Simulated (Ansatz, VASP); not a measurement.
# Two plane-wave programs on AlNi3

```
Al Ni
1.0
    -0.32984    2.64351    2.64351
     2.64351   -0.32984    2.64351
     2.64351    2.64351   -0.32984
Al Ni
1 3
Direct
  0.50000 0.50000 0.50000
  0.25000 0.25000 0.25000
  0.00000 0.00000 0.00000
  0.75000 0.75000 0.75000
```

Alike in both runs: task single point; functional PBEsol; k mesh 14 × 14 × 14; occupations gaussian, width 0.15 eV; no spin polarisation.

|  | VASP | Ansatz |
| --- | --- | --- |
| version | VASP 6.6.1 | Ansatz 0.2.0 |
| potentials or method | VASP PAW PBE potentials, release 64 (Al, Ni), cutoff 520 eV | scalar-relativistic, plane waves, PAW |
| valence electrons in the cell | 33 | 57 |

|  | VASP | Ansatz | Ansatz less VASP |
| --- | --- | --- | --- |
| gap on the k mesh at the Fermi level (eV) | none | none | - |
| pressure (GPa) | 9.4 | 9.4 | -0.02 |
| traceless stress, the component that is largest in VASP (GPa) | 25.19 | 25.35 | +0.166 |
| rms of the force components (eV/Å) | 0.129 | 0.147 | +0.0180 |

VASP's potentials were made for PBE, not for PBEsol, and Ansatz warns of the same on its side. Atom by atom the forces differ by 0.018 eV/Å (rms over components). A gap of «none» marks a metal or a gap that the smearing closes. With one functional, cell and mesh, what is left measures potentials, basis and numerics. VASP's potentials hold 33 valence electrons a cell and Ansatz's 57, so a difference there can come from the potentials and not from the codes.
